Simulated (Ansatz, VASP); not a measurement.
## Ge: VASP beside Ansatz

File INCAR:

```
PREC = Accurate
ENCUT = 520
EDIFF = 1E-6
ISMEAR = 0
SIGMA = 0.1
LREAL = F
LASPH = T
NELM = 80
ALGO = Normal
ISIF = 2
LWAVE = F
LCHARG = F
LDIPOL = T
IDIPOL = 3
DIPOL = 0.5 0.5 0.500
GGA = PS
NBANDS = 51
```

Contents of KPOINTS:

```
regular mesh
0
Gamma
  9 9 1
```

POSCAR

```
Ge
1.0
    3.9969678637      0.0000000000      0.0000000000
   -1.9984839318      3.4614757080      0.0000000000
    0.0000000000      0.0000000000     29.4263442933
Ge
6
Direct
    0.3333333333      0.6666666667      0.3738146978
    0.6666666667      0.3333333333      0.4020200076
    0.6666666667      0.3333333333      0.4858973451
    0.3333333333      0.6666666667      0.5141026549
    0.3333333333      0.6666666667      0.5979799924
    0.6666666667      0.3333333333      0.6261853022
```

Input for Ansatz:

```yaml
crystal:
  lattice:
    - [3.9969678637, 0.0, 0.0]
    - [-1.9984839318, 3.461475708, 0.0]
    - [0.0, 0.0, 29.4263442933]
  atoms:
    - { symbol: Ge, position: [0.3333333333, 0.6666666667, 0.3738146978] }
    - { symbol: Ge, position: [0.6666666667, 0.3333333333, 0.4020200076] }
    - { symbol: Ge, position: [0.6666666667, 0.3333333333, 0.4858973451] }
    - { symbol: Ge, position: [0.3333333333, 0.6666666667, 0.5141026549] }
    - { symbol: Ge, position: [0.3333333333, 0.6666666667, 0.5979799924] }
    - { symbol: Ge, position: [0.6666666667, 0.3333333333, 0.6261853022] }
basis:
  ecutwfc: 420
kpoints:
  mp_grid: { grid: [9, 9, 1] }
hamiltonian:
  xc: pbesol
scf:
  occupations: { method: gaussian, width: 0.1 }
output:
  forces: true
  stress: true
  eigenvalues: true
  write_density: true
  write_potential: true
  elf: true
  volumetric_format: npy
efield:
  axis: 3
  dipole_correction: true
  ramp_width: 0.04
```

Alike in both runs: task single point; functional PBEsol; k mesh 9 × 9 × 1; occupations gaussian, width 0.1 eV; no spin polarisation.

|  | VASP | Ansatz |
| --- | --- | --- |
| version | VASP 6.6.1 | Ansatz 0.2.0 |
| potentials or method | VASP PAW PBE potentials, release 64 (Ge_d), cutoff 520 eV | scalar-relativistic, plane waves, PAW |
| valence electrons in the cell | 84 | 84 |

Ansatz gave:

```
gap on the k mesh at the Fermi level (eV) : none
rms of the force components (eV/Å)        : 0.119
```

Question: Which values does VASP return?

Answer: gap on the k mesh at the Fermi level (eV): none; rms of the force components (eV/Å): 0.122.

VASP's potentials were made for PBE, not for PBEsol. Atom by atom the forces differ by 0.003 eV/Å (rms over components). A gap of «none» marks a metal or a gap that the smearing closes. With one functional, cell and mesh, what is left measures potentials, basis and numerics. Ansatz's warnings: xc potential rough in thin density.
